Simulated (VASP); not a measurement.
## Ge: single point with RPBE

Crystal: Ge.

```
CELL_PARAMETERS angstrom
-2.49590 2.65086 1.43695
2.49590 -2.65086 1.43695
2.49590 2.65086 -1.43695
ATOMIC_POSITIONS crystal
Ge 0.31406 0.06406 0.25000
Ge 0.68594 0.93594 0.75000
```

* Program: VASP 6.6.1
* Task: single point
* Functional: RPBE
* Potentials or basis: VASP PAW PBE potentials, release 64 (Ge_d)
* Cutoff: 520 eV
* k mesh: 11 × 11 × 11
* Occupations: fermi-dirac, width 0.05 eV
* Spin: no spin polarisation
* Dipole correction: no
* Further INCAR settings: ALGO = Normal; EDIFF = 1e-07; NBANDS = 21

```yaml
Pressure: 2.9 GPa
Largest_force: 0.054 eV/Å
Band_gap_on_the_k_mesh: zero (bands 14 and 15 overlap by 5.25 eV)
```

Forces in eV/Å, atoms in the order of the input:
```
Ge   0.000  0.000  0.054
Ge   0.000  0.000 -0.054
```

Stress tensor (GPa, compression positive):
```
4.07 0.00 0.00
0.00 2.01 0.00
0.00 0.00 2.51
```

Levels at points of the mesh, in eV from the Fermi level:
| k point | band 12 | band 13 | band 14 | band 15 | band 16 | band 17 |
| --- | --- | --- | --- | --- | --- | --- |
| (0.00, 0.00, 0.00) | -3.78 | -2.38 | -1.93 | 3.41 | 6.96 | 7.19 |

Run time: 3.8 min on 1 thread of Intel Xeon 8259CL, on a shared host, peak memory 0.27 GiB.

Caveat: the PAW data sets were made with another functional, which shifts forces and pressure a little.
